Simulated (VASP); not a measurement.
A run of VASP 6.6.1 is set up as follows.

Contents of POSCAR:

```
Fe
1.0
    2.8980000000      0.0000000000      0.0000000000
    0.0000000000      2.8980000000      0.0000000000
    0.0000000000      0.0000000000      2.8980000000
Fe
2
Direct
    0.0000000000      0.0000000000      0.0000000000
    0.5000000000      0.5000000000      0.5000000000
```

INCAR.step1

```
  PREC = Accurate
  ENCUT = 520
  EDIFF = 1E-5
  ISMEAR = -1
  SIGMA = 0.05
  LREAL = F
  LASPH = T
  NELM = 200
  ALGO = Normal
  ISIF = 2
  LWAVE = T
  LCHARG = F
  ISPIN = 2
  MAGMOM = 1.6 1.6
  LORBIT = 11
  LMAXMIX = 4
  GGA = PE
  NBANDS = 19
  GGA_COMPAT = F
```

INCAR.step2

```
  PREC = Accurate
  ENCUT = 520
  EDIFF = 1E-6
  ISMEAR = -1
  SIGMA = 0.05
  LREAL = F
  LASPH = T
  NELM = 200
  ALGO = Normal
  ISIF = 2
  LWAVE = F
  LCHARG = F
  ISPIN = 2
  MAGMOM = 1.6 1.6
  LORBIT = 11
  LMAXMIX = 4
  GGA = PE
  LHFCALC = T
  HFSCREEN = 0.2079
  PRECFOCK = Normal
  ISTART = 1
  NBANDS = 19
  GGA_COMPAT = F
```

File KPOINTS:

```
Automatic mesh
0
Gamma
  5 5 5
```

Potentials or basis: VASP PAW PBE potentials, release 64 (Fe).

The run is started by

```sh
$ cat potpaw_PBE.64/Fe/POTCAR > POTCAR
$ cp INCAR.step1 INCAR
$ mpirun -np 1 vasp_std > vasp.out
$ cp INCAR.step2 INCAR
$ mpirun -np 1 vasp_std > vasp.out
```

What does it give for the site moments?

Fe +2.83 μB.

Estimate the pressure.

-1.1 GPa.

Estimate the net moment.

5.49 μB per cell.

Caveat: the k points lie up to 0.43 Å⁻¹ apart; the PAW data sets were made with another functional, which shifts forces and pressure a little.
